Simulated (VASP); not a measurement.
The system is Al4N3.

```
CELL_PARAMETERS angstrom
3.13023 0.00000 -5.01801
3.13023 0.00000 5.01801
-3.13023 -5.42172 0.00000
ATOMIC_POSITIONS crystal
Al 0.33362 0.33427 0.17045
Al 0.83156 0.82866 0.16611
Al 0.33417 0.33439 0.66433
Al 0.83035 0.82867 0.66641
Al 0.91315 0.41210 0.32772
Al 0.41109 0.91584 0.32995
Al 0.91834 0.41825 0.83474
Al 0.41521 0.91343 0.83042
N 0.63920 0.02230 0.66718
N 0.13710 0.51384 0.66337
N 0.71845 0.60366 0.33232
N 0.22400 0.10235 0.33030
N 0.72695 0.60780 0.83127
N 0.22152 0.10876 0.83644
```

| Item | Value |
| --- | --- |
| Program | VASP 6.6.1 |
| Task | relaxation of cell and atoms |
| Functional | PBE |
| Potentials or basis | VASP PAW PBE potentials, release 64 (Al, N) |
| Cutoff | 600 eV |
| k mesh | 3 × 3 × 3 |
| Occupations | gaussian, width 0.1 eV |
| Spin | no spin polarisation |

At the start: pressure -0.8 GPa; volume 12.17 Å³/atom.

**Question.** Where does the relaxation end?

**Answer.** Over 12 steps the energy falls by 25.1 meV/atom and the volume is 11.78 Å³/atom (-3.2 %); space group Pm (No. 6, to 0.05 Å).

Step by step:
```tsv
step	energy change (eV)	largest force (eV/Å)	pressure (GPa)	volume (Å³)
1	0.0000	1.4212	-0.84	170.32
2	-0.2228	0.5120	-1.15	168.75
3	-0.2256	0.4868	-1.13	168.54
4	-0.2947	0.3454	0.16	166.03
5	-0.3025	0.3901	0.83	164.87
6	-0.3312	0.2376	-0.18	165.20
7	-0.3312	0.2380	-0.19	165.21
8	-0.3440	0.1482	-0.04	164.93
9	-0.3449	0.1432	0.02	164.83
10	-0.3497	0.0918	0.07	164.77
11	-0.3498	0.0988	0.08	164.76
12	-0.3510	0.0282	-0.09	164.91
```

Final structure:
```xyz
14
Lattice="3.1365 -0.0188 -4.8778 3.1376 0.0203 4.8785 -3.1383 -5.3889 -0.0214" Properties=species:S:1:pos:R:3 pbc="T T T"
Al    1.5557   -0.9252    0.0909
Al    4.6936   -0.9258    0.0900
Al   -0.0120   -3.6140   -0.0349
Al    3.1245   -3.6133   -0.0345
Al    3.1236   -1.6843   -2.5114
Al    3.1257   -1.6640    2.3655
Al    1.5572   -4.5344   -2.4945
Al    1.5575   -4.5155    2.3839
N    -0.0127   -3.5501   -3.0188
N    -0.0112   -3.5306    1.8591
N     3.1239   -1.8010   -0.5857
N    -0.0132   -1.8019   -0.5865
N     1.5560   -4.5368   -0.5732
N    -1.5820   -4.5372   -0.5741
```

Caveat: the k points lie up to 0.44 Å⁻¹ apart in the final cell.
